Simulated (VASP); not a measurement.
Wanted: the native input for a VASP 6.6.1 run.

| Property | Result |
| --- | --- |
| Task | single point |
| Functional | PBE |
| Potentials or basis | VASP PAW PBE potentials, release 64 (Zn, S) |
| Cutoff | 520 eV |
| k mesh | 7 × 7 × 3 |
| Occupations | gaussian, width 0.05 eV |
| Spin | no spin polarisation |
| Dipole correction | no |
| Further INCAR settings | ALGO = Normal; EDIFF = 1e-06; NBANDS = 46 |

The structure of ZnS lies in POSCAR:

```
ZnS
1.0
   -2.7046500000     -2.7046500000      0.0000000000
    2.7046500000     -2.7046500000      0.0000000000
    0.0000000000      0.0000000000     10.6686000000
Zn S
4 4
Direct
    0.0000000000      0.0000000000      0.9506812047
    0.5000000000      0.5000000000      0.1901362409
    0.0000000000      0.0000000000      0.4436512288
    0.5000000000      0.5000000000      0.6971662167
    0.5000000000      0.0000000000      0.3168937349
    0.0000000000      0.5000000000      0.5704087228
    0.5000000000      0.0000000000      0.8239237107
    0.0000000000      0.5000000000      0.0633787470
```

These files were run (other wordings do the same):

INCAR

```
ALGO = Normal ; EDIFF = 1E-6
ENCUT = 520 ; GGA = PE
ISIF = 2 ; ISMEAR = 0
LASPH = T ; LCHARG = T
LELF = T ; LREAL = F
LVHAR = T ; LWAVE = F
NBANDS = 46 ; NELM = 60
PREC = Accurate ; SIGMA = 0.05
```

KPOINTS

```
k-points
0
Gamma
  7 7 3
```

Potentials or basis: VASP PAW PBE potentials, release 64 (Zn, S).

Run with:

```sh
$ cat potpaw_PBE.64/Zn/POTCAR potpaw_PBE.64/S/POTCAR > POTCAR
$ mpirun -np 1 vasp_std > vasp.out
```

It gave:

| Quantity | Value |
| --- | --- |
| Pressure | 2.7 GPa |
| Largest force | 0.785 eV/Å |
| Band gap on the k mesh | 2.12 eV |

It took 6.9 min on 1 thread of Intel Xeon 8259CL (shared host), peak memory 0.34 GiB.
